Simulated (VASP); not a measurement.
## BeSe5: relaxation of cell and atoms with PBE

BeSe5:

```
Be Se
1.0
     3.21521    0.00000    0.00000
     0.00000    3.21521    0.00000
     0.00000    0.00000   11.57114
Be Se
1 5
Direct
  0.50000 0.50000 0.00000
  0.50000 0.50000 0.34358
  0.50000 0.50000 0.65642
  0.00000 0.00000 0.10848
  0.00000 0.00000 0.89152
  0.00000 0.00000 0.50000
```

The cell was built from a structure type or drawn by symmetry, and may not be a known phase.

```yaml
Program: VASP 6.6.1
Task: relaxation of cell and atoms
Functional: PBE
Potentials_or_basis: VASP PAW PBE potentials, release 64 (Be, Se)
Cutoff: 600 eV
k_mesh: 12 × 12 × 4
Occupations: gaussian, width 0.1 eV
Spin: no spin polarisation
Dipole_correction: no
Further_INCAR_settings: ALGO = Normal; EDIFF = 1e-06; IBRION = 2; EDIFFG = -0.01; NSW = 100; ISIF = 3
```

```json
{
 "Relaxed volume": "19.79 Å³/atom",
 "Relaxed cell": "a = 3.236 Å, b = 3.236 Å, c = 11.340 Å, α = 90.00°, β = 90.00°, γ = 90.00°",
 "Space group after relaxing (to 0.1 Å)": "P4/mmm (No. 123)",
 "Energy gained by relaxing": "2.0 meV/atom",
 "Ionic steps": "15",
 "Pressure after relaxing": "0.0 GPa",
 "Largest force after relaxing": "0.007 eV/Å"
}
```

Forces in eV/Å, atoms in the order of the input:
```
Be   0.000  0.000  0.000
Se   0.000  0.000 -0.001
Se   0.000  0.000  0.001
Se   0.000  0.000  0.007
Se   0.000  0.000 -0.007
Se   0.000  0.000  0.000
```

Stress tensor (GPa, compression positive):
```
 0.08  0.00  0.00
 0.00  0.08  0.00
 0.00  0.00 -0.01
```

Step by step:
```tsv
step	energy change (eV)	largest force (eV/Å)	pressure (GPa)	volume (Å³)
1	0.0000	0.0884	-0.11	119.62
2	-0.0073	0.1069	0.17	119.38
3	-0.0077	0.1563	0.24	119.31
4	-0.0100	0.0866	-0.13	119.78
5	-0.0102	0.0547	-0.29	119.99
6	-0.0114	0.0289	-0.12	119.50
7	-0.0115	0.0438	0.02	119.11
8	-0.0116	0.0373	0.00	119.20
9	-0.0116	0.0359	0.00	119.22
10	-0.0115	0.0252	-0.06	119.36
11	-0.0116	0.0342	-0.02	119.24
12	-0.0117	0.0260	-0.03	119.16
13	-0.0118	0.0211	-0.04	119.00
14	-0.0119	0.0093	-0.01	118.90
15	-0.0120	0.0067	0.05	118.75
```

Final structure:
```
CELL_PARAMETERS angstrom
3.23604 0.00000 0.00000
0.00000 3.23604 0.00000
0.00000 0.00000 11.33955
ATOMIC_POSITIONS crystal
Be 0.50000 0.50000 0.00000
Se 0.50000 0.50000 0.34354
Se 0.50000 0.50000 0.65646
Se 0.00000 0.00000 0.11007
Se 0.00000 0.00000 0.88993
Se 0.00000 0.00000 0.50000
```

Levels at points of the mesh, in eV from the Fermi level:
```tsv
k point	band 14	band 15	band 16	band 17	band 18	band 19
(0.00, 0.00, 0.00)	-0.15	-0.15	0.66	0.66	1.29	1.76
(0.50, 0.00, 0.00)	-0.14	0.14	0.70	0.86	1.05	1.07
(0.50, 0.50, 0.00)	-2.93	-2.50	-2.45	-0.96	-0.81	-0.57
(0.00, 0.00, 0.50)	0.23	0.25	0.25	0.58	0.87	1.62
(0.50, 0.00, 0.50)	0.14	0.70	1.05	1.07	1.09	1.15
(0.50, 0.50, 0.50)	-3.51	-2.41	-2.35	-1.53	-0.30	-0.30
```

It took 17 min on 1 thread of Intel(R) Xeon(R) Platinum 8559C (Emerald Rapids) (shared host), peak memory 0.42 GiB.

Caveat: the highest band is partly filled, so the run has too few bands.
